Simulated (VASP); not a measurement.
Si2Ni:

```
Si Ni
1.0
     0.00000    2.82799    2.82799
     2.82799    0.00000    2.82799
     2.82799    2.82799    0.00000
Si Ni
2 1
Direct
  0.25000 0.25000 0.25000
  0.75000 0.75000 0.75000
  0.00000 0.00000 0.00000
```

Base run:

| Item | Value |
| --- | --- |
| Program | VASP 6.6.1 |
| Functional | PBE |
| Potentials or basis | VASP PAW PBE potentials, release 64 (Si, Ni) |
| Cutoff | 520 eV |
| k mesh | 14 × 14 × 14 |
| Occupations | gaussian, width 0.15 eV |
| Spin | collinear spin, ferromagnetic start |
| Starting moments | [0.0, 0.0, 0.25] μB |
| Fixed moment | 0.25 μB |

Its results: pressure -12.5 GPa; site moments Si +0.03; Ni +0.13 μB.

**Question.** The run is repeated on the same cell with these changes: fixed moment from 0.25 μB to 0.625 μB; moments at the start from [0.0, 0.0, 0.25] to [0.0, 0.0, 0.62]. What comes out?

**Answer.** Pressure -11.6 GPa; site moments Si +0.07; Ni +0.31 μB.

Caveats: the cell stands under tension; the total moment is fixed, so each spin has its own Fermi level and the state may be an excited one.
